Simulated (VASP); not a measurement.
# GaAs (F-43m) in VASP: further runs

GaAs is run at these levels: PBEsol, PBE; tasks: vibrations by perturbation theory, dielectric tensor.

All numbers are computed with VASP 6.6.1; they aren't measurements. Logs are shortened: lines on timing, memory, paths and dates and some standing lists are left out, and cuts for length are marked.

### 1 The cell of the first run

It takes space group F-43m (No. 216, cubic). The conventional cell has a = 5.657 Å, b = 5.657 Å, c = 5.657 Å, α = 90.00°, β = 90.00°, γ = 90.00°. Within 3.2 Å of Ga (site symmetry -43m) lie 4 As at 2.45 Å. As (site symmetry -43m) has 4 Ga at 2.45 Å within 3.2 Å.

### 2 Vibrations by perturbation theory, PBEsol

Input file INCAR:

```
  PREC = Accurate
  ENCUT = 520
  EDIFF = 1E-8
  ISMEAR = 0
  SIGMA = 0.01
  LREAL = False
  LASPH = True
  NELM = 60
  ALGO = Normal
  ISIF = 2
  LWAVE = False
  LCHARG = True
  GGA = PS
  NBANDS = 16
  IBRION = 8
  NSW = 1
  LEPSILON = True
```

Input file KPOINTS:

```
Automatic mesh
0
Gamma
  6 6 6
```

Input file POSCAR:

```
GaAs
1.0
    0.0000000000      2.8287418847      2.8287418847
    2.8287418847      0.0000000000      2.8287418847
    2.8287418847      2.8287418847      0.0000000000
Ga As
1 1
Direct
    0.0000000000      0.0000000000      0.0000000000
    0.2500000000      0.2500000000      0.2500000000
```

Potentials or basis: VASP PAW PBE potentials, release 64 (Ga_d, As).

Run with:

```
cat potpaw_PBE.64/Ga_d/POTCAR potpaw_PBE.64/As/POTCAR > POTCAR
mpirun -np 1 vasp_std > vasp.out
```

OUTCAR:

```text
PREC = Accurate
   ENCUT = 520
   EDIFF = 1E-8
   ISMEAR = 0
   LREAL = False
   LASPH = True
   NELM = 60
   ISIF = 2
   GGA = PS
   IBRION = 8
   NSW = 1
   LEPSILON = True

 ion  position               nearest neighbor table
   1  0.000  0.000  0.000-   2 2.45   2 2.45   2 2.45   2 2.45
   2  0.250  0.250  0.250-   1 2.45   1 2.45   1 2.45   1 2.45

  LATTYP: Found a face centered cubic cell.
 ALAT       =     5.6574837694

  Lattice vectors:

 A1 = (   0.0000000000,   2.8287418847,   2.8287418847)
 A2 = (   2.8287418847,   0.0000000000,   2.8287418847)
 A3 = (   2.8287418847,   2.8287418847,   0.0000000000)

Analysis of symmetry for initial positions (statically):
=====================================================================
 Subroutine PRICEL returns:
 Original cell was already a primitive cell.

 Routine SETGRP: Setting up the symmetry group for a
 face centered cubic supercell.

 Subroutine GETGRP returns: Found 24 space group operations
 (whereof 24 operations were pure point group operations)
 out of a pool of 48 trial point group operations.

The static configuration has the point symmetry T_d .

Analysis of symmetry for dynamics (positions and initial velocities):
=====================================================================
 Subroutine PRICEL returns:
 Original cell was already a primitive cell.

 Routine SETGRP: Setting up the symmetry group for a
 face centered cubic supercell.

 Subroutine GETGRP returns: Found 24 space group operations
 (whereof 24 operations were pure point group operations)
 out of a pool of 48 trial point group operations.

The dynamic configuration has the point symmetry T_d .

 Subroutine INISYM returns: Found 24 space group operations
 (whereof 24 operations are pure point group operations),
 and found     1 'primitive' translations

----------------------------------------------------------------------------------------

                                     Primitive cell

  volume of cell :      45.2699

  direct lattice vectors                    reciprocal lattice vectors
     0.000000000  2.828741885  2.828741885    -0.176757025  0.176757025  0.176757025
     2.828741885  0.000000000  2.828741885     0.176757025 -0.176757025  0.176757025
     2.828741885  2.828741885  0.000000000     0.176757025  0.176757025 -0.176757025

  length of vectors
     4.000445138  4.000445138  4.000445138     0.306152148  0.306152148  0.306152148

  position of ions in fractional coordinates (direct lattice)
     0.000000000  0.000000000  0.000000000
     0.250000000  0.250000000  0.250000000

  ion indices of the primitive-cell ions
   primitive index   ion index
                 1           1
                 2           2

----------------------------------------------------------------------------------------

 KPOINTS: Automatic mesh

Automatic generation of k-mesh.
 Grid dimensions read from file:
 generate k-points for:    6    6    6

 Generating k-lattice:

  Cartesian coordinates                     Fractional coordinates (reciprocal lattice)
    -0.029459504  0.029459504  0.029459504     0.166666667  0.000000000  0.000000000
     0.029459504 -0.029459504  0.029459504     0.000000000  0.166666667  0.000000000
[... 443 lines left out ...]
  free energy    TOTEN  =        -9.47489677 eV

  energy without entropy =       -9.47489677

------------------------ aborting loop because EDIFF is reached ----------------------------------------

--------------------------------------- Ionic step        2  -------------------------------------------

------------------------ aborting loop because EDIFF is reached ----------------------------------------

--------------------------------------- Ionic step        3  -------------------------------------------

------------------------ aborting loop because EDIFF is reached ----------------------------------------

 PIEZOELECTRIC TENSOR FIELD DIRECTION 3  (e Angst)
 -----------------------------------------------------------------------------
     0.00020 -4.16056  0.00000           (  0.00001 -0.02085  0.00000)
    -4.16056  0.00020  0.00000           ( -0.02085  0.00001  0.00000)
     0.00000  0.00000 -0.00220           (  0.00000  0.00000 -0.00000)

 PIEZOELECTRIC TENSOR FIELD DIRECTION 3  (C/m^2)
 -----------------------------------------------------------------------------
     0.00007 -1.47249  0.00000
    -1.47249  0.00007  0.00000
     0.00000  0.00000 -0.00078

--------------------------------------- Ionic step        4  -------------------------------------------

------------------------ aborting loop because EDIFF is reached ----------------------------------------

[... ionic steps 5 to 6 ...]

--------------------------------------- Ionic step        7  -------------------------------------------

 Free energy of the ion-electron system (eV)
  ---------------------------------------------------
  ---------------------------------------------------
  free energy    TOTEN  =        -0.04374813 eV

  energy without entropy =       -0.04374813

------------------------ aborting loop because EDIFF is reached ----------------------------------------

 INTERNAL STRAIN TENSOR  FOR ION    2  DIRECTION 1   (eV/Angst):
 -----------------------------------------------------------------------------
     0.01526  0.00000  0.00000
     0.00000 -0.00537 -6.89706
     0.00000 -6.89706 -0.00537

 MACROSCOPIC STATIC DIELECTRIC TENSOR (including local field effects in DFT)
 ------------------------------------------------------
          74.332478    -0.000000    -0.000000
           0.000000    74.332478    -0.000000
          -0.000000     0.000000    74.332478
 ------------------------------------------------------

 PIEZOELECTRIC TENSOR (including local field effects)  for field in x, y, z        (e  Angst)
          XX          YY          ZZ          XY          YZ          ZX
  --------------------------------------------------------------------------------
  x     0.00000    -0.00000    -0.00000     0.00000    -4.17451    -0.00000
  y    -0.00000     0.00000    -0.00000    -0.00000     0.00000    -4.17451
  z    -0.00000    -0.00000     0.00000    -4.17451    -0.00000     0.00000

 PIEZOELECTRIC TENSOR (including local field effects)  for field in x, y, z        (C/m^2)
          XX          YY          ZZ          XY          YZ          ZX
  --------------------------------------------------------------------------------
  x     0.00000    -0.00000    -0.00000     0.00000    -1.47743    -0.00000
  y    -0.00000     0.00000    -0.00000    -0.00000     0.00000    -1.47743
  z    -0.00000    -0.00000     0.00000    -1.47743    -0.00000     0.00000

 BORN EFFECTIVE CHARGES (including local field effects) (in |e|, cummulative output)
 ---------------------------------------------------------------------------------
 ion    1
    1     2.65007    -0.00000    -0.00000
    2    -0.00000     2.65007     0.00000
    3    -0.00000     0.00000     2.65007
 ion    2
    1    -2.65007     0.00000     0.00000
    2     0.00000    -2.65007     0.00000
    3     0.00000    -0.00000    -2.65007

 INTERNAL STRAIN TENSOR FOR ION    2 for displacements in x,y,z  (eV/Angst):
          X           Y           Z          XY          YZ          ZX
  --------------------------------------------------------------------------------
  x     0.00000    -0.00000    -0.00000     0.00000    -6.89706     0.00000
  y     0.00000     0.00000     0.00000     0.00000     0.00000    -6.89706
  z    -0.00000    -0.00000     0.00000    -6.89706     0.00000     0.00000

 SECOND DERIVATIVES (NOT SYMMETRIZED)
 ------------------------------------
               1X          1Y          1Z          2X          2Y          2Z
  1X    -9.215132    0.000000    0.000000    9.215132    0.000000    0.000000
  1Y     0.000000   -9.215132    0.000000    0.000000    9.215132    0.000000
  1Z     0.000000    0.000000   -9.215132    0.000000    0.000000    9.215132
  2X     9.278865    0.000000    0.000000   -9.278865    0.000000    0.000000
  2Y     0.000000    9.278865    0.000000    0.000000   -9.278865    0.000000
  2Z     0.000000    0.000000    9.278865    0.000000    0.000000   -9.278865

 Eigenvectors and eigenvalues of the dynamical matrix
 ----------------------------------------------------

   1 f  =    7.910134 THz    49.700840 2PiTHz  263.853682 cm-1    32.713672 meV
             X         Y         Z           dx          dy          dz
      0.000000  0.000000  0.000000    -0.221056   -0.683655    0.000000
      1.414371  1.414371  1.414371     0.213985    0.661786    0.000000
[... 21 lines left out ...]
   6 f/i=    0.013623 THz     0.085594 2PiTHz    0.454405 cm-1     0.056339 meV
             X         Y         Z           dx          dy          dz
      0.000000  0.000000  0.000000     0.629584   -0.295591    0.000000
      1.414371  1.414371  1.414371     0.650389   -0.305359    0.000000

--------------------------------------------------------------------------------------------------------

 MACROSCOPIC STATIC DIELECTRIC TENSOR IONIC CONTRIBUTION
 ------------------------------------------------------
           3.035754    -0.000000    -0.000000
          -0.000000     3.035754     0.000000
          -0.000000     0.000000     3.035754
 ------------------------------------------------------

 ELASTIC MODULI CONTR FROM IONIC RELAXATION (kBar)
 Direction    XX          YY          ZZ          XY          YZ          ZX
 --------------------------------------------------------------------------------
 XX          -0.0000     -0.0000     -0.0000     -0.0000      0.0000      0.0000
 YY          -0.0000     -0.0000     -0.0000     -0.0000     -0.0000      0.0000
 ZZ          -0.0000     -0.0000     -0.0000      0.0000     -0.0000      0.0000
 XY          -0.0000     -0.0000      0.0000   -179.5905      0.0000      0.0000
 YZ           0.0000     -0.0000     -0.0000      0.0000   -179.5905      0.0000
 ZX           0.0000      0.0000      0.0000      0.0000      0.0000   -179.5905
 --------------------------------------------------------------------------------

 PIEZOELECTRIC TENSOR IONIC CONTR  for field in x, y, z        (C/m^2)
          XX          YY          ZZ          XY          YZ          ZX
  --------------------------------------------------------------------------------
  x     0.00000     0.00000     0.00000    -0.00000     0.69478    -0.00000
  y    -0.00000    -0.00000    -0.00000     0.00000    -0.00000     0.69478
  z     0.00000     0.00000    -0.00000     0.69478    -0.00000     0.00000
```

Run time: 3.6 min. Hardware: 1 thread of Intel Xeon 6975P-C (Granite Rapids), shared host; peak memory 0.24 GiB.

What came out:

| Property | Result |
| --- | --- |
| Electronic dielectric tensor (diagonal) | 74.33 |
| Born charges (mean of the diagonal) | Ga +2.65; As -2.65 e |
| Highest phonon frequency at Γ, LO-TO splitting left out | 264 cm⁻¹ |

Phonon frequencies in cm⁻¹ (negative: imaginary):
```tsv
q point	frequencies
(0.000, 0.000, 0.000)	0 0 0 264 264 264
```

Electronic dielectric tensor:
```
74.33  0.00  0.00
 0.00 74.33  0.00
 0.00  0.00 74.33
```

Born effective charge tensors (e):
atom 1, Ga
```
2.65 0.00 0.00
0.00 2.65 0.00
0.00 0.00 2.65
```
atom 2, As
```
-2.65  0.00  0.00
 0.00 -2.65  0.00
 0.00  0.00 -2.65
```

Caveat: the PAW data sets were made with another functional, which shifts forces and pressure a little.

### 3 Dielectric tensor, PBE

This run uses another cell than the first one, of 22.74 Å³/atom, 1.005 times its volume.

Input file INCAR:

```
  PREC = Accurate
  ENCUT = 520
  EDIFF = 1E-8
  ISMEAR = 0
  SIGMA = 0.01
  LREAL = F
  LASPH = T
  NELM = 80
  ALGO = Normal
  ISIF = 2
  LWAVE = F
  LCHARG = F
  GGA = PE
  LEPSILON = T
```

Input file KPOINTS:

```
regular mesh
0
Gamma
  6 6 6
```

Input file POSCAR:

```
GaAs
1.0
    0.0000000000      2.8330831656      2.8330831656
    2.8330831656      0.0000000000      2.8330831656
    2.8330831656      2.8330831656      0.0000000000
Ga As
1 1
Direct
    0.0000000000      0.0000000000      0.0000000000
    0.2500000000      0.2500000000      0.2500000000
```

Potentials or basis: VASP PAW PBE potentials, release 64 (Ga_d, As).

Run with:

```
cat potpaw_PBE.64/Ga_d/POTCAR potpaw_PBE.64/As/POTCAR > POTCAR
mpirun -np 1 vasp_std > vasp.out
```

OUTCAR:

```text
PREC = Accurate
   ENCUT = 520
   EDIFF = 1E-8
   ISMEAR = 0
   LREAL = F
   LASPH = T
   NELM = 80
   ISIF = 2
   GGA = PE
   LEPSILON = T

 ion  position               nearest neighbor table
   1  0.000  0.000  0.000-   2 2.45   2 2.45   2 2.45   2 2.45
   2  0.250  0.250  0.250-   1 2.45   1 2.45   1 2.45   1 2.45

  LATTYP: Found a face centered cubic cell.
 ALAT       =     5.6661663312

  Lattice vectors:

 A1 = (   0.0000000000,   2.8330831656,   2.8330831656)
 A2 = (   2.8330831656,   0.0000000000,   2.8330831656)
 A3 = (   2.8330831656,   2.8330831656,   0.0000000000)

Analysis of symmetry for initial positions (statically):
=====================================================================
 Subroutine PRICEL returns:
 Original cell was already a primitive cell.

 Routine SETGRP: Setting up the symmetry group for a
 face centered cubic supercell.

 Subroutine GETGRP returns: Found 24 space group operations
 (whereof 24 operations were pure point group operations)
 out of a pool of 48 trial point group operations.

The static configuration has the point symmetry T_d .

Analysis of symmetry for dynamics (positions and initial velocities):
=====================================================================
 Subroutine PRICEL returns:
 Original cell was already a primitive cell.

 Routine SETGRP: Setting up the symmetry group for a
 face centered cubic supercell.

 Subroutine GETGRP returns: Found 24 space group operations
 (whereof 24 operations were pure point group operations)
 out of a pool of 48 trial point group operations.

The dynamic configuration has the point symmetry T_d .

 Subroutine INISYM returns: Found 24 space group operations
 (whereof 24 operations are pure point group operations),
[... 422 lines left out ...]

 HEAD OF MICROSCOPIC STATIC DIELECTRIC TENSOR (INDEPENDENT PARTICLE, excluding Hartree and local field effects)
 ------------------------------------------------------
          63.649815     0.000000    -0.000000
           0.000000    63.649815     0.000000
           0.000000     0.000000    63.649815
 ------------------------------------------------------

 Free energy of the ion-electron system (eV)
  ---------------------------------------------------
  ---------------------------------------------------
  free energy    TOTEN  =        -8.12928300 eV

  energy without entropy =       -8.12928300

------------------------ aborting loop because EDIFF is reached ----------------------------------------

--------------------------------------- Ionic step        2  -------------------------------------------

------------------------ aborting loop because EDIFF is reached ----------------------------------------

--------------------------------------- Ionic step        3  -------------------------------------------

 Free energy of the ion-electron system (eV)
  ---------------------------------------------------
  ---------------------------------------------------
  free energy    TOTEN  =        -8.12928466 eV

  energy without entropy =       -8.12928466

------------------------ aborting loop because EDIFF is reached ----------------------------------------

 PIEZOELECTRIC TENSOR FIELD DIRECTION 3  (e Angst)
 -----------------------------------------------------------------------------
    -0.00218 -4.02163  0.00000           (  0.00001 -0.02003  0.00000)
    -4.02163 -0.00218  0.00000           ( -0.02003  0.00001  0.00000)
     0.00000  0.00000  0.00271           (  0.00000  0.00000 -0.00000)

 PIEZOELECTRIC TENSOR FIELD DIRECTION 3  (C/m^2)
 -----------------------------------------------------------------------------
    -0.00077 -1.41679  0.00000
    -1.41679 -0.00077  0.00000
     0.00000  0.00000  0.00096

 MACROSCOPIC STATIC DIELECTRIC TENSOR (including local field effects in DFT)
 ------------------------------------------------------
          63.113405    -0.000000     0.000000
          -0.000000    63.113405    -0.000000
           0.000000    -0.000000    63.113405
 ------------------------------------------------------

 PIEZOELECTRIC TENSOR (including local field effects)  for field in x, y, z        (e  Angst)
          XX          YY          ZZ          XY          YZ          ZX
  --------------------------------------------------------------------------------
  x     0.00000    -0.00000    -0.00000     0.00000    -4.03711    -0.00000
  y     0.00000     0.00000     0.00000     0.00000     0.00000    -4.03711
  z     0.00000     0.00000     0.00000    -4.03711     0.00000     0.00000

 PIEZOELECTRIC TENSOR (including local field effects)  for field in x, y, z        (C/m^2)
          XX          YY          ZZ          XY          YZ          ZX
  --------------------------------------------------------------------------------
  x     0.00000    -0.00000    -0.00000     0.00000    -1.42224    -0.00000
  y     0.00000     0.00000     0.00000     0.00000     0.00000    -1.42224
  z     0.00000     0.00000     0.00000    -1.42224     0.00000     0.00000

 BORN EFFECTIVE CHARGES (including local field effects) (in |e|, cummulative output)
 ---------------------------------------------------------------------------------
 ion    1
    1     2.64174    -0.00000    -0.00000
    2     0.00000     2.64174     0.00000
    3    -0.00000    -0.00000     2.64174
 ion    2
    1    -2.64174     0.00000     0.00000
    2     0.00000    -2.64174     0.00000
    3     0.00000     0.00000    -2.64174
```

stdout:

```text
POSCAR found type information on POSCAR GaAs
 POSCAR found :  2 types and       2 ions
 scaLAPACK will be used
 LDA part: xc-table for (Slater+PW92), standard interpolation
 POSCAR, INCAR and KPOINTS ok, starting setup
 FFT: planning ... GRIDC
 FFT: planning ... GRID_SOFT
 FFT: planning ... GRID
 WAVECAR not read
 entering main loop
 Linear response reoptimize wavefunctions to high precision
 Linear response G [H, r] |phi>, progress :
  Direction:   1
 Linear response G [H, r] |phi>, progress :
  Direction:   2
 Linear response G [H, r] |phi>, progress :
  Direction:   3
 Linear response to external field (no local field effect), progress :
  Direction:   1
 dielectric tensor                  component  1 :    66.664    11.406     4.308
 Linear response to external field (no local field effect), progress :
  Direction:   2
 dielectric tensor                  component  2 :    11.406    66.894    -4.482
 Linear response to external field (no local field effect), progress :
  Direction:   3
 dielectric tensor                  component  3 :     4.306    -4.481    57.392
 Linear response to external field, progress :
  Direction:   1
 dielectric tensor                  component  1 :    63.113     6.972     1.735
 Linear response to external field, progress :
  Direction:   2
 dielectric tensor                  component  2 :     6.982    63.113     1.655
 Linear response to external field, progress :
  Direction:   3
 dielectric tensor                  component  3 :     5.664     3.043    63.113
 Born effective charges drift removed
```

Run time: 2.2 min. Hardware: 1 thread of Intel Xeon 6975P-C (Granite Rapids), shared host; peak memory 0.23 GiB.

Results:

```
Band gap on the k mesh                  : 0.47 eV, direct
Electronic dielectric tensor (diagonal) : 63.11
Born charges (mean of the diagonal)     : Ga +2.64; As -2.64 e
```

Electronic dielectric tensor:
```
63.11  0.00  0.00
 0.00 63.11  0.00
 0.00  0.00 63.11
```

Born effective charge tensors (e):
atom 1, Ga
```
2.64 0.00 0.00
0.00 2.64 0.00
0.00 0.00 2.64
```
atom 2, As
```
-2.64  0.00  0.00
 0.00 -2.64  0.00
 0.00  0.00 -2.64
```

Caveat: the gap is small at this level, which inflates the dielectric constant. A hybrid or GW would open this gap; PBE tends to underestimate it.

(Part 1 of 2 ends here.)
